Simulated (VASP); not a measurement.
MgO: single point with r2SCAN

MgO:

```
CELL_PARAMETERS angstrom
3.48408 0.00000 0.00000
-1.74204 3.01730 0.00000
0.00000 0.00000 4.18532
ATOMIC_POSITIONS crystal
Mg 0.66667 0.33333 0.75000
Mg 0.33333 0.66667 0.25000
O 0.66667 0.33333 0.25000
O 0.33333 0.66667 0.75000
```

| Quantity | Value |
| --- | --- |
| Program | VASP 6.6.1 |
| Task | single point |
| Functional | r2SCAN |
| Potentials or basis | VASP PAW PBE potentials, release 64 (Mg, O) |
| Cutoff | 520 eV |
| k mesh | 6 × 6 × 4 |
| Occupations | gaussian, width 0.01 eV |
| Spin | no spin polarisation |
| Dipole correction | no |
| Further INCAR settings | ALGO = Normal; EDIFF = 1e-06; NBANDS = 16 |

- Pressure: -0.8 GPa
- Band gap on the k mesh: 4.08 eV, direct

Stress tensor (GPa, compression positive):
```
-0.67  0.00  0.00
 0.00 -0.67  0.00
 0.00  0.00 -0.97
```

Levels at points of the mesh, in eV from the valence-band top:
| k point | band 6 | band 7 | band 8 | band 9 | band 10 | band 11 |
| --- | --- | --- | --- | --- | --- | --- |
| (0.00, 0.00, 0.00) | -0.84 | -0.84 | 0.00 | 4.08 | 10.38 | 13.16 |
| (0.50, 0.00, 0.00) | -1.97 | -1.31 | -0.54 | 7.66 | 10.01 | 10.62 |
| (0.00, 0.00, 0.50) | -1.32 | -1.32 | -1.32 | 7.14 | 7.14 | 13.85 |
| (0.50, 0.00, 0.50) | -1.56 | -0.83 | -0.83 | 8.03 | 8.03 | 13.02 |

Wall time 93 s on 1 thread of Intel Xeon 8259CL, on a shared host, peak memory 0.17 GiB.

Caveat: the PAW data sets were made with another functional, which shifts forces and pressure a little. r2SCAN opens gaps a little over a GGA but as a rule still falls short of measured ones.
